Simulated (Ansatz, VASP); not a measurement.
One calculation of As, two programs

INCAR

```
SYSTEM = As
  PREC = Accurate
  ENCUT = 520
  EDIFF = 1E-6
  ISMEAR = -1
  SIGMA = 0.05
  LREAL = .False.
  LASPH = .True.
  NELM = 80
  ALGO = Normal
  ISIF = 2
  LWAVE = .False.
  LCHARG = .False.
  GGA = PE
  NBANDS = 8
```

File KPOINTS:

```
regular mesh
0
Gamma
  16 16 16
  0 0 0
```

File POSCAR:

```
As
1.0
   -1.2407682683      1.2407682683      1.2407682683
    1.2407682683     -1.2407682683      1.2407682683
    1.2407682683      1.2407682683     -1.2407682683
As
1
Direct
    0.0000000000      0.0000000000      0.0000000000
```

Input for Ansatz:

```yaml
crystal:
  lattice:
    - [-1.2407682683, 1.2407682683, 1.2407682683]
    - [1.2407682683, -1.2407682683, 1.2407682683]
    - [1.2407682683, 1.2407682683, -1.2407682683]
  atoms:
    - { symbol: As, position: [0.0, 0.0, 0.0] }
kpoints:
  mp_grid: { grid: [16, 16, 16] }
  band_path:
    path:
      - [0.0, 0.0, 0.0]
      - [0.5, -0.5, 0.5]
      - [0.0, 0.0, 0.5]
      - [0.0, 0.0, 0.0]
      - [0.25, 0.25, 0.25]
      - [0.5, -0.5, 0.5]
      - [0.25, 0.25, 0.25]
      - [0.0, 0.0, 0.5]
    npoints: 8
scf:
  occupations: { method: fermi_dirac, width: 0.05 }
hamiltonian:
  xc: pbe
  pseudopotentials: { kind: all_electron, lapw: { basis_error: 0.001 } }
output:
  forces: true
  stress: true
  eigenvalues: true
  populations: true
  dos: { projected: true, de: 0.2, e_range: [-14, 8] }
```

Change from the starting cell: volume scaled by 0.4, LAPW.

Alike in both runs: task single point; functional PBE; k mesh 16 × 16 × 16; occupations fermi-dirac, width 0.05 eV; no spin polarisation.

```csv
,VASP,Ansatz
version,VASP 6.6.1,Ansatz 0.2.0
potentials or method,"VASP PAW PBE potentials, release 64 (As), cutoff 520 eV","all-electron LAPW, scalar-relativistic"
```

VASP gave:

| Quantity | Value |
| --- | --- |
| pressure (GPa) | 571.6 |

Estimate Ansatz's values.

pressure (GPa): 542.6.

Both programs put the cell under a high pressure, so it lies far from rest at this level. Ansatz ran all-electron here, and VASP with PAW potentials.

Noted on VASP's run: the cell as given lies far from equilibrium.
